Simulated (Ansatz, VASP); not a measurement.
## OsC2: VASP beside Ansatz

```
Os C
1.0
     4.34040    0.00000    0.00000
     0.00000    4.34040    0.00000
     0.00000    0.00000    4.34040
Os C
2 4
Direct
  0.00000 0.00000 0.00000
  0.50000 0.50000 0.50000
  0.25000 0.25000 0.25000
  0.25000 0.75000 0.75000
  0.75000 0.75000 0.25000
  0.75000 0.25000 0.75000
```

Alike in both runs: functional r2SCAN; k mesh 10 × 10 × 10; occupations gaussian, width 0.1 eV; no spin polarisation.

Ansatz relaxed the structure, and its values are those at the end. VASP's run is a single point on that final structure, the one shown.

|  | VASP | Ansatz |
| --- | --- | --- |
| version | VASP 6.6.1 | Ansatz 0.2.0 |
| potentials or method | VASP PAW PBE potentials, release 64 (Os, C), cutoff 520 eV | scalar-relativistic, plane waves, PAW |
| valence electrons in the cell | 32 | 48 |

Ansatz gave:

* gap on the k mesh at the Fermi level (eV): none
* pressure (GPa): 0.0

Q: What did VASP give for the same quantities?

A: gap on the k mesh at the Fermi level (eV): none; pressure (GPa): 1.9.

VASP's potentials were made for PBE, not for r2SCAN. A gap of «none» marks a metal or a gap that the smearing closes. VASP's potentials hold 32 valence electrons a cell and Ansatz's 48, so a difference there can come from the potentials and not from the codes.

Spin-orbit coupling is off throughout.
